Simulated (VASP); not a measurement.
Sr: electric field gradients with LDA

Crystal: Sr.

```
CELL_PARAMETERS angstrom
0.00000 2.98024 2.98024
2.98024 0.00000 2.98024
2.98024 2.98024 0.00000
ATOMIC_POSITIONS crystal
Sr 0.00000 0.00000 0.00000
```

This cell differs from its parent crystal: volume scaled by 0.94.

```json
{
  "Program": "VASP 6.6.1",
  "Task": "electric field gradients",
  "Functional": "LDA",
  "Potentials or basis": "VASP PAW LDA potentials, release 64 (Sr_sv)",
  "Cutoff": "520 eV",
  "k mesh": "10 × 10 × 10",
  "Occupations": "fermi-dirac, width 0.08 eV",
  "Spin": "no spin polarisation",
  "Dipole correction": "no",
  "Further INCAR settings": "ALGO = Normal; EDIFF = 1e-08; NBANDS = 11"
}
```

| Quantity | Value |
| --- | --- |
| Pressure | -1.0 GPa |
| Band gap on the k mesh | zero (band 5 reaches 1.59 eV, above the bottom of band 6 at 1.57 eV) |

Levels at points of the mesh, in eV from the Fermi level:
```tsv
k point	band 1	band 2	band 3	band 4	band 5	band 6	band 7	band 8	band 9	band 10
(0.00, 0.00, 0.00)	-36.40	-18.37	-18.37	-18.37	-3.73	2.27	2.27	2.27	3.79	3.79
(0.50, 0.00, 0.00)	-36.38	-18.60	-18.40	-18.40	-1.20	0.17	2.12	2.12	4.88	4.88
(0.50, 0.50, 0.00)	-36.37	-18.59	-18.46	-18.46	-0.72	0.24	1.17	4.88	5.19	5.19
```

Run time: 12 s on 1 thread of Intel(R) Xeon(R) Platinum 8375C CPU @ 2.90GHz (Ice Lake) (shared host), peak memory 0.16 GiB.

Caveat: without QUAD_EFG the Cq values of the log hold for a quadrupole moment of 1 mb, not for the nuclei.
